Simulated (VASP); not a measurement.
# Si (Imma) in VASP: single point with PBE

Aim: the single point of Si with PBE.

All numbers are computed with VASP 6.6.1; they aren't measurements. Logs are shortened: lines on timing, memory, paths and dates and some standing lists are left out, and cuts for length are marked.

## (1) The cell of the first run

The structure is orthorhombic, space group Imma (No. 74). The conventional cell has a = 3.858 Å, b = 3.878 Å, c = 5.470 Å, α = 90.00°, β = 90.00°, γ = 90.00°. Within 3.1 Å of Si (site symmetry mm2) lie 4 Si at 2.37 Å.

## (2) Single point, PBE

INCAR

```
ALGO     = Normal         # electronic algorithm
EDIFF    = 1E-6           # SCF threshold, eV
ENCUT    = 520            # plane-wave cutoff, eV
GGA      = PE             # functional
ISIF     = 2              # what is computed and relaxed
ISMEAR   = 0              # smearing method
LASPH    = T              # aspherical terms in the spheres
LCHARG   = F              # write CHGCAR
LREAL    = F              # projectors in reciprocal space
LWAVE    = F              # write WAVECAR
NBANDS   = 11             # bands
NELM     = 60             # most SCF steps
PREC     = Accurate       # precision mode
SIGMA    = 0.01           # smearing width, eV
```

KPOINTS

```
k-points
0
Gamma
  10 10 10
```

POSCAR

```
Si
1.0
   -0.0068377715      2.7351086096      2.7351086096
    2.7351086096     -0.0068377715      2.7351086096
    2.7282708381      2.7282708381      0.0000000000
Si
2
Direct
   -0.0003172820     -0.0003172820      0.0003172820
    0.2503172820      0.2503172820      0.2496827180
```

Potentials or basis: VASP PAW PBE potentials, release 64 (Si).

The run is started by

```sh
$ cat potpaw_PBE.64/Si/POTCAR > POTCAR
$ mpirun -np 1 vasp_std > vasp.out
```

OUTCAR:

```text
EDIFF = 1E-6
   ENCUT = 520
   GGA = PE
   ISIF = 2
   ISMEAR = 0
   LASPH = T
   LREAL = F
   NELM = 60
   PREC = Accurate

 ion  position               nearest neighbor table
   1  1.000  1.000  0.000-   2 2.37   2 2.37   2 2.37   2 2.37
   2  0.250  0.250  0.250-   1 2.37   1 2.37   1 2.37   1 2.37

  LATTYP: Found a body centered orthorhombic cell.
 ALAT       =     3.8583576211
 B/A-ratio  =     1.0050125313
 C/A-ratio  =     1.4177579573

  Lattice vectors:

 A1 = (   0.0068377715,  -2.7351086096,  -2.7351086096)
 A2 = (  -0.0068377715,   2.7351086096,  -2.7351086096)
 A3 = (   2.7351086096,  -0.0068377715,   2.7351086096)

Analysis of symmetry for initial positions (statically):
=====================================================================
 Subroutine PRICEL returns:
 Original cell was already a primitive cell.

 Routine SETGRP: Setting up the symmetry group for a
 body centered orthorhombic supercell.

 Subroutine GETGRP returns: Found  8 space group operations
 (whereof  4 operations were pure point group operations)
 out of a pool of  8 trial point group operations.

The static configuration has the point symmetry C_2v.
 The point group associated with its full space group is D_2h.

Analysis of symmetry for dynamics (positions and initial velocities):
=====================================================================
 Subroutine PRICEL returns:
 Original cell was already a primitive cell.

 Routine SETGRP: Setting up the symmetry group for a
 body centered orthorhombic supercell.

 Subroutine GETGRP returns: Found  8 space group operations
 (whereof  4 operations were pure point group operations)
 out of a pool of  8 trial point group operations.

The dynamic configuration has the point symmetry C_2v.
 The point group associated with its full space group is D_2h.

 Subroutine INISYM returns: Found  8 space group operations
 (whereof  4 operations are pure point group operations),
 and found     1 'primitive' translations

----------------------------------------------------------------------------------------

                                     Primitive cell

  volume of cell :      40.9214

  direct lattice vectors                    reciprocal lattice vectors
    -0.006837772  2.735108610  2.735108610    -0.182352216  0.182352216  0.182808097
     2.735108610 -0.006837772  2.735108610     0.182352216 -0.182352216  0.182808097
     2.728270838  2.728270838  0.000000000     0.183266263  0.183266263 -0.182808097

  length of vectors
     3.868033734  3.868033734  3.858357621     0.316106726  0.316106726  0.317162177

  position of ions in fractional coordinates (direct lattice)
     0.999682718  0.999682718  0.000317282
     0.250317282  0.250317282  0.249682718

  ion indices of the primitive-cell ions
   primitive index   ion index
                 1           1
                 2           2

----------------------------------------------------------------------------------------

 KPOINTS: k-points

Automatic generation of k-mesh.
 Grid dimensions read from file:
 generate k-points for:   10   10   10

 Generating k-lattice:

  Cartesian coordinates                     Fractional coordinates (reciprocal lattice)
    -0.018235222  0.018235222  0.018280810     0.100000000 -0.000000000  0.000000000
     0.018235222 -0.018235222  0.018280810    -0.000000000  0.100000000  0.000000000
     0.018326626  0.018326626 -0.018280810     0.000000000  0.000000000  0.100000000

  Length of vectors
     0.031610673  0.031610673  0.031716218

  Shift w.r.t. Gamma in fractional coordinates (k-lattice)
     0.000000000  0.000000000  0.000000000

 Subroutine IBZKPT returns following result:
 ===========================================

 Found    171 irreducible k-points:

 Following reciprocal coordinates:
            Coordinates               Weight
  0.000000  0.000000  0.000000      1.000000
  0.100000  0.000000  0.000000      4.000000
  0.200000  0.000000  0.000000      4.000000
  0.300000  0.000000  0.000000      4.000000
  0.400000  0.000000  0.000000      4.000000
  0.500000  0.000000  0.000000      2.000000
[... 16 lines left out ...]
  0.300000  0.300000  0.000000      2.000000
  0.400000  0.300000  0.000000      4.000000
 [... further k-points ...]
   k-points           NKPTS =    171   k-points in BZ     NKDIM =    171   number of bands    NBANDS=     11
   number of dos      NEDOS =    301   number of ions     NIONS =      2
   total plane-waves  NPLWV =  27000
   dimension x,y,z NGX =    30 NGY =   30 NGZ =   30
   dimension x,y,z NGXF=    60 NGYF=   60 NGZF=   60
   ions per type =               2
   NGX,Y,Z   is equivalent  to a cutoff of  12.89, 12.89, 12.93 a.u.
   NGXF,Y,Z  is equivalent  to a cutoff of  25.79, 25.79, 25.85 a.u.
 SYSTEM =  unknown system
   PREC   = accura    normal or accurate (medium, high low for compatibility)
   ISTART =      0    job   : 0-new  1-cont  2-samecut
   ICHARG =      2    charge: 1-file 2-atom 10-const
   ISPIN  =      1    spin polarized calculation?
   LNONCOLLINEAR =      F non collinear calculations
   LSORBIT =      F    spin-orbit coupling
   LASPH  =      T    aspherical Exc in radial PAW
   ENCUT  =  520.0 eV  38.22 Ry    6.18 a.u.   7.19  7.19  7.17*2*pi/ulx,y,z
   NELM   =     60;   NELMIN=  2; NELMDL= -5     # of ELM steps
   EDIFF  = 0.1E-05   stopping-criterion for ELM
   LREAL  =      F    real-space projection
   EDIFFG = 0.1E-04   stopping-criterion for IOM
   NSW    =      0    number of steps for IOM
   IBRION =     -1    ionic relax: 0-MD 1-quasi-New 2-CG
   NFREE  =      0    steps in history (QN), initial steepest desc. (CG)
   ISIF   =      2    stress and relaxation
   ISYM   =      2    0-nonsym 1-usesym 2-fastsym
   POTIM  = 0.5000    time-step for ionic-motion
   TEBEG  =    0.0;   TEEND  =   0.0 temperature during run
   PSTRESS=    0.0 pullay stress
   NELECT =       8.0000    total number of electrons
   NUPDOWN=      -1.0000    fix difference up-down
   EMIN   =  10.00;   EMAX   =-10.00  energy-range for DOS
   EFERMI =   0.00;   METHOD = LEGACY
   ISMEAR =     0;   SIGMA  =   0.01  broadening in eV -4-tet -1-fermi 0-gaus
   EFERMI_NEDOS =   21; number of points for ismear=-14 and -15
   IALGO  =     38    algorithm
   IMIX   =      4    mixing-type and parameters
     AMIX     =   0.40;   BMIX     =  1.00
     AMIX_MAG =   1.60;   BMIX_MAG =  1.00
  volume/ion in A,a.u.               =      20.46       138.08
  Fermi-wavevector in a.u.,A,eV,Ry     =   0.950140  1.795505 12.282890  0.902767
  Thomas-Fermi vector in A             =   2.078489
   LORBIT       =      0    0 simple, 1 ext, 2 COOP (PROOUT), +10 PAW based schemes
   GGA     = PE    functional components
   LHFCALC =     F    Hartree Fock is set to
   AEXX    =    0.0000 exact exchange contribution
   IVDW    =     0    specifies the selected vdW correction
   LEPSILON=     F    determine dielectric tensor
   LRPA    =     F    only Hartree local field effects (RPA)
 non-spin polarized calculation
 Gauss-broadening in eV      SIGMA  =   0.01
  energy-cutoff  :      520.00
  volume of cell :       40.92
 maximum number of plane-waves:      1114
 NGX is ok and might be reduce to    30
   NGX = 15   NGY = 15   NGZ = 15

 number of electron       8.0000001 magnetization

 Free energy of the ion-electron system (eV)
  ---------------------------------------------------
  ext. energy  EPLUGINS =         0.00000000
  ---------------------------------------------------
  free energy    TOTEN  =       -10.84895816 eV

  energy without entropy =      -10.84895816  energy(sigma->0) =      -10.84895816

 E-fermi :   5.7114     XC(G=0):  -9.3243

 val. band max:        5.6300895530   @ k =   0.0000   0.0000   0.0000
 cond. band min:       6.2256439924   @ k =   0.4000   0.4000   0.0000
 fundamental gap:      0.5955544393
 Fermi energy:         5.7114338561

 k-point     1 :       0.0000    0.0000    0.0000
  band No.  band energies     occupation
      1      -6.2012      2.00000
      2       5.5861      2.00000
      3       5.6078      2.00000
      4       5.6301      2.00000
      5       8.1372      0.00000
      6       8.1602      0.00000
      7       8.1923      0.00000
      8       8.7370      0.00000
      9      13.3168      0.00000
     10      13.3171      0.00000
     11      13.4822      0.00000

 k-point     2 :       0.1000    0.0000    0.0000
  band No.  band energies     occupation
      1      -6.0732      2.00000
      2       4.4472      2.00000
      3       5.4095      2.00000
      4       5.4370      2.00000
      5       8.1393      0.00000
      6       8.4402      0.00000
      7       8.4757      0.00000
      8       9.6855      0.00000
      9      12.9669      0.00000
     10      12.9749      0.00000
     11      14.0056      0.00000

 k-point     3 :       0.2000    0.0000    0.0000
  band No.  band energies     occupation
      1      -5.6957      2.00000
      2       2.6094      2.00000
      3       5.0402      2.00000
      4       5.0637      2.00000
      5       7.7778      0.00000
      6       8.9405      0.00000
      7       8.9728      0.00000
      8      11.4657      0.00000
      9      12.6511      0.00000
     10      12.6753      0.00000
     11      14.6821      0.00000

 k-point     4 :       0.3000    0.0000    0.0000
  band No.  band energies     occupation
      1      -5.0955      2.00000
      2       0.8566      2.00000
      3       4.7138      2.00000
      4       4.7332      2.00000
      5       7.4174      0.00000
      6       9.1272      0.00000
      7       9.1520      0.00000
      8      13.0857      0.00000
      9      13.1772      0.00000
     10      13.2059      0.00000
     11      14.4339      0.00000

 k-point     5 :       0.4000    0.0000    0.0000
  band No.  band energies     occupation
      1      -4.3705      2.00000
      2      -0.5852      2.00000
      3       4.5063      2.00000
      4       4.5228      2.00000
      5       7.1790      0.00000
      6       9.0279      0.00000
      7       9.0500      0.00000
      8      13.4271      0.00000
      9      14.5092      0.00000
     10      14.5654      0.00000
     11      15.5077      0.00000
[... 211 lines left out ...]
 k-point    21 :      -0.3000    0.2000    0.0000
  band No.  band energies     occupation
      1      -4.1884      2.00000
      2      -0.0521      2.00000
      3       2.2239      2.00000
      4       4.3394      2.00000
      5       8.0753      0.00000
      6      10.1292      0.00000
      7      10.1858      0.00000
      8      12.2543      0.00000
      9      12.4472      0.00000
     10      14.9851      0.00000
     11      17.4085      0.00000

 k-point    22 :      -0.2000    0.2000    0.0000
  band No.  band energies     occupation
      1      -4.8865      2.00000
      2       1.1564      2.00000
      3       2.6701      2.00000
      4       4.7969      2.00000
      5       8.4857      0.00000
      6       9.5923      0.00000
      7       9.8939      0.00000
      8      11.2884      0.00000
      9      11.7698      0.00000
     10      16.1568      0.00000
     11      16.1607      0.00000

 k-point    23 :       0.3000    0.3000    0.0000
  band No.  band energies     occupation
      1      -4.6809      2.00000
      2       1.2040      2.00000
      3       3.3974      2.00000
      4       3.4580      2.00000
      5       6.4980      0.00000
      6       8.0457      0.00000
      7      12.1704      0.00000
      8      12.1820      0.00000
      9      14.5067      0.00000
     10      15.0302      0.00000
     11      17.9201      0.00000

 k-point    24 :       0.4000    0.3000    0.0000
  band No.  band energies     occupation
      1      -4.0810      2.00000
      2       0.2125      2.00000
      3       2.7968      2.00000
      4       3.2566      2.00000
      5       6.6995      0.00000
      6       7.8528      0.00000
      7      12.4600      0.00000
      8      12.6040      0.00000
      9      16.0183      0.00000
     10      16.1421      0.00000
     11      17.6351      0.00000

 [... further k-points ...]

------------------------ aborting loop because EDIFF is reached ----------------------------------------

  FORCE on cell =-STRESS in cart. coord.  units (eV):
  Direction    XX          YY          ZZ          XY          YZ          ZX
  --------------------------------------------------------------------------------------
  -------------------------------------------------------------------------------------
  Total       -0.0188307     -0.0188307     -0.0192536      0.0954102      0.0000000      0.0000000
  in kB       -0.7372701     -0.7372701     -0.7538281      3.7355496      0.0000000      0.0000000
  external PRESSURE =      -0.7427894 kB  Pullay stress =       0.0000000 kB

 VOLUME and BASIS-vectors are now :
 -----------------------------------------------------------------------------
  energy-cutoff  :      520.00
  volume of cell :       40.92
      direct lattice vectors                 reciprocal lattice vectors
    -0.006837772  2.735108610  2.735108610    -0.182352216  0.182352216  0.182808097
     2.735108610 -0.006837772  2.735108610     0.182352216 -0.182352216  0.182808097
     2.728270838  2.728270838  0.000000000     0.183266263  0.183266263 -0.182808097

 POSITION                                       TOTAL-FORCE (eV/Angst)
 -----------------------------------------------------------------------------------
      2.72827      2.72827      5.46848         0.000000      0.000000      0.000237
      1.36414      1.36414      1.36929        -0.000000     -0.000000     -0.000237
 -----------------------------------------------------------------------------------
    total drift:                               -0.000000      0.000000     -0.000000

  FREE ENERGIE OF THE ION-ELECTRON SYSTEM (eV)
  ---------------------------------------------------
  free  energy   TOTEN  =       -10.8489581618 eV

  energy  without entropy=      -10.8489581618  energy(sigma->0) =      -10.84895816
```

Wall time 34 s (1 thread of AMD EPYC 9R45 (Zen 5), shared host); peak memory 0.17 GiB.

Results:

```yaml
Free_energy: -10.8490 eV
Pressure: -0.1 GPa
Band_gap_on_the_k_mesh: 0.60 eV, indirect (least direct gap 2.51 eV)
```

A k mesh can miss the band edges.
